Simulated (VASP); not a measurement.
The system is BaPtPbSe3.

```xyz
6
Lattice="4.9614 0.0000 0.0000 0.0000 4.9614 0.0000 0.0000 0.0000 7.2593" Properties=species:S:1:pos:R:3 pbc="T T T"
Ba    0.0000    0.0000    2.1119
Pt    2.4807    2.4807    6.4911
Pb    0.0000    0.0000    5.5470
Se    2.4807    0.0000    7.1031
Se    0.0000    2.4807    7.1031
Se    2.4807    2.4807    3.8289
```

The cell was built from a structure type or drawn by symmetry, and may not be a known phase.

```yaml
Program: VASP 6.6.1
Task: relaxation of cell and atoms
Functional: PBE
Potentials_or_basis: VASP PAW PBE potentials, release 64 (Ba_sv, Pt, Pb_d, Se)
Cutoff: 600 eV
k_mesh: 6 × 6 × 4
Occupations: gaussian, width 0.1 eV
Spin: no spin polarisation
```

At the start: pressure 0.1 GPa; volume 29.78 Å³/atom.

Task: How do energy, volume and symmetry change on relaxing?

Result: Over 20 steps the energy falls by 28.4 meV/atom and the volume is 28.84 Å³/atom (-3.2 %); space group P4mm (No. 99, to 0.1 Å) before and after.

Step by step:
```tsv
step	energy change (eV)	largest force (eV/Å)	pressure (GPa)	volume (Å³)
1	0.0000	0.2915	0.08	178.69
2	-0.0265	0.3004	-0.03	179.05
3	-0.0557	0.3732	-0.37	179.83
4	-0.0603	0.4263	-0.50	180.05
5	-0.0708	0.4721	-0.77	180.43
6	-0.1007	0.4407	-0.26	177.68
7	-0.1252	0.4142	0.85	172.45
8	-0.1411	0.3329	0.46	172.28
9	-0.1446	0.2724	0.19	172.15
10	-0.1521	0.2143	0.04	172.67
11	-0.1607	0.2156	-0.35	174.07
12	-0.1645	0.1185	0.10	172.99
13	-0.1646	0.1217	0.16	172.85
14	-0.1667	0.0959	0.09	173.16
15	-0.1688	0.0543	-0.06	173.81
16	-0.1688	0.0547	-0.08	173.91
17	-0.1698	0.0416	-0.03	173.53
18	-0.1704	0.0240	0.07	172.88
19	-0.1702	0.0286	-0.14	173.36
20	-0.1704	0.0065	0.00	173.04
```

Final structure:
```yaml
crystal:
  lattice:
    - [4.74942, 0.00000, 0.00000]
    - [0.00000, 4.74942, 0.00000]
    - [0.00000, 0.00000, 7.67123]
  atoms:
    - { symbol: Ba, position: [0.00000, 0.00000, 0.31279] }
    - { symbol: Pt, position: [0.50000, 0.50000, 0.86160] }
    - { symbol: Pb, position: [0.00000, 0.00000, 0.76717] }
    - { symbol: Se, position: [0.50000, 0.00000, 0.99359] }
    - { symbol: Se, position: [0.00000, 0.50000, 0.99359] }
    - { symbol: Se, position: [0.50000, 0.50000, 0.50492] }
```
